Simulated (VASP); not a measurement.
Input of a VASP 6.6.1 run:

The input INCAR:

```
SYSTEM = Pt
ALGO = Normal
EDIFF = 1E-6
EDIFFG = -0.005
ENCUT = 600
GGA = PS
IBRION = 2
ISIF = 3
ISMEAR = -1
LASPH = .TRUE.
LCHARG = .FALSE.
LREAL = .FALSE.
LWAVE = .FALSE.
NELM = 100
NSW = 60
PREC = Accurate
PSTRESS = 26.0
SIGMA = 0.1
```

Contents of KPOINTS:

```
k-points
0
G
  16 16 15
  0 0 0
```

POSCAR

```
Pt
1.0
    2.6705869261      0.0000000000      0.0000000000
   -1.3352934631      2.3127961210      0.0000000000
    0.0000000000      0.0000000000      2.5103517106
Pt
1
Direct
    0.0000000000      0.0000000000      0.0000000000
```

Potentials or basis: VASP PAW PBE potentials, release 64 (Pt).

Launch:

```sh
$ cat potpaw_PBE.64/Pt/POTCAR > POTCAR
$ mpirun -np 1 vasp_std > vasp.out
```

Question: Predict the band gap on the k mesh.

Answer: Zero (band 5 reaches 11.47 eV, above the bottom of band 6 at 8.51 eV).

Question: What does it give for the relaxed volume?

Answer: 15.98 Å³/atom.

Final structure:
```
Pt
1.0
     2.64628    0.00000    0.00000
    -1.32314    2.29175    0.00000
     0.00000    0.00000    2.63507
Pt
1
Direct
  0.00000 0.00000 0.00000
```

Caveat: the cell is relaxed towards a set pressure, so the enthalpy falls and the energy may rise; the PAW data sets were made with another functional, which shifts forces and pressure a little; spin-orbit coupling is left out, which moves the levels of the heavy elements.
